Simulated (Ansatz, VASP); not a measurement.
## InGa2As3: VASP beside Ansatz

```
CELL_PARAMETERS angstrom
-2.07938 2.07938 8.88042
2.07938 -2.07938 8.88042
2.07938 2.07938 -8.88042
ATOMIC_POSITIONS crystal
In 0.00000 0.00000 0.00000
Ga 0.32938 0.32938 0.00000
Ga 0.67062 0.67062 0.00000
As 0.25000 0.75000 0.50000
As 0.59198 0.09198 0.50000
As 0.90802 0.40802 0.50000
```

Alike in both runs: functional PBE; k mesh 10 × 10 × 10; occupations gaussian, width 0.1 eV; no spin polarisation.

Ansatz relaxed the structure, and its values are those at the end. VASP's run is a single point on that final structure, the one shown.

|  | VASP | Ansatz |
| --- | --- | --- |
| version | VASP 6.6.1 | Ansatz 0.2.0 |
| potentials or method | VASP PAW PBE potentials, release 64 (In_d, Ga_d, As), cutoff 520 eV | scalar-relativistic, plane waves, PAW |
| valence electrons in the cell | 54 | 84 |

```tsv
	VASP	Ansatz	Ansatz less VASP
gap on the k mesh at the Fermi level (eV)	none	none	-
pressure (GPa)	0.1	0.0	-0.12
```

A gap of «none» marks a metal or a gap that the smearing closes. VASP's potentials hold 54 valence electrons a cell and Ansatz's 84, so a difference there can come from the potentials and not from the codes.
